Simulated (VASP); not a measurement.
Wanted: the native input for a VASP 6.6.1 run.

| Property | Result |
| --- | --- |
| Task | single point |
| Functional | PBE |
| Dispersion | D3(BJ) |
| Potentials or basis | VASP PAW PBE potentials, release 64 (Si, O) |
| Cutoff | 520 eV |
| k mesh | 12 × 12 × 1 |
| Occupations | gaussian, width 0.1 eV |
| Spin | no spin polarisation |
| Dipole correction | yes |
| Further INCAR settings | ALGO = Normal; EDIFF = 1e-06; NBANDS = 25 |

The structure of SiO2 lies in POSCAR:

```
SiO2
1.0
    3.3372041271      0.0000000000      0.0000000000
    0.0000000000      3.3372041271      0.0000000000
    0.0000000000      0.0000000000     29.9813375200
Si O
2 4
Direct
    0.0000000000      0.0000000000      0.2499745473
    0.5000000000      0.5000000000      0.3503989346
    0.0000000000      0.5000000000      0.2492849179
    0.5000000000      0.0000000000      0.2492849179
    0.5000000000      0.0000000000      0.3510885641
    0.0000000000      0.5000000000      0.3510885641
```

These files were run (other wordings do the same):

INCAR

```
SYSTEM = SiO2
PREC = Accurate ; ENCUT = 520
EDIFF = 1E-6 ; ISMEAR = 0
SIGMA = 0.1 ; LREAL = .FALSE.
LASPH = .TRUE. ; NELM = 100
ALGO = Normal ; ISIF = 2
LWAVE = .FALSE. ; LCHARG = .TRUE.
LDIPOL = .TRUE. ; IDIPOL = 3
DIPOL = 0.5 0.5 0.300 ; GGA = PE
IVDW = 12 ; LELF = .TRUE.
LVHAR = .TRUE. ; LVACPOTAV = .TRUE.
NBANDS = 25
```

KPOINTS

```
Automatic mesh
0
G
  12 12 1
  0 0 0
```

Potentials or basis: VASP PAW PBE potentials, release 64 (Si, O).

Command:

```bash
$ cat potpaw_PBE.64/Si/POTCAR potpaw_PBE.64/O/POTCAR > POTCAR
$ mpirun -np 1 vasp_std > vasp.out
```

Results of the run:

```
Largest force              : 0.018 eV/Å
Band gap on the k mesh     : zero (bands 16 and 17 overlap by 0.08 eV)
Dispersion energy per atom : -0.115 eV
```

It took 4.7 min on 1 thread of Intel(R) Xeon(R) Platinum 8488C (Sapphire Rapids), on a shared host, peak memory 0.53 GiB.
